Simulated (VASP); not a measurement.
A run of VASP 6.6.1:

File INCAR:

```
PREC = Accurate ; ENCUT = 520
EDIFF = 1E-6 ; ISMEAR = -1
SIGMA = 0.05 ; LREAL = F
LASPH = T ; NELM = 100
ALGO = Normal ; ISIF = 2
LWAVE = F ; LCHARG = T
GGA = PS ; LELF = T
LVHAR = T ; NBANDS = 16
```

KPOINTS

```
regular mesh
0
Gamma
  10 10 10
```

File POSCAR:

```
AlRh
1.0
    2.9773200000      0.0000000000      0.0000000000
    0.0000000000      2.9773200000      0.0000000000
    0.0000000000      0.0000000000      2.9773200000
Al Rh
1 1
Direct
    0.0000000000      0.0000000000      0.0000000000
    0.5000000000      0.5000000000      0.5000000000
```

Potentials or basis: VASP PAW PBE potentials, release 64 (Al, Rh_pv).

Run with:

```sh
$ cat potpaw_PBE.64/Al/POTCAR potpaw_PBE.64/Rh_pv/POTCAR > POTCAR
$ mpirun -np 1 vasp_std > vasp.out
```

Hardware: 1 thread of Intel(R) Xeon(R) 6975P-C (Granite Rapids), with other jobs on the host.

Task: How long does it take, and how much memory?

Result: It took 7.4 s on 1 thread of Intel(R) Xeon(R) 6975P-C (Granite Rapids), with other jobs on the host, peak memory 0.15 GiB. Counts: scf iterations 12, k points 56.
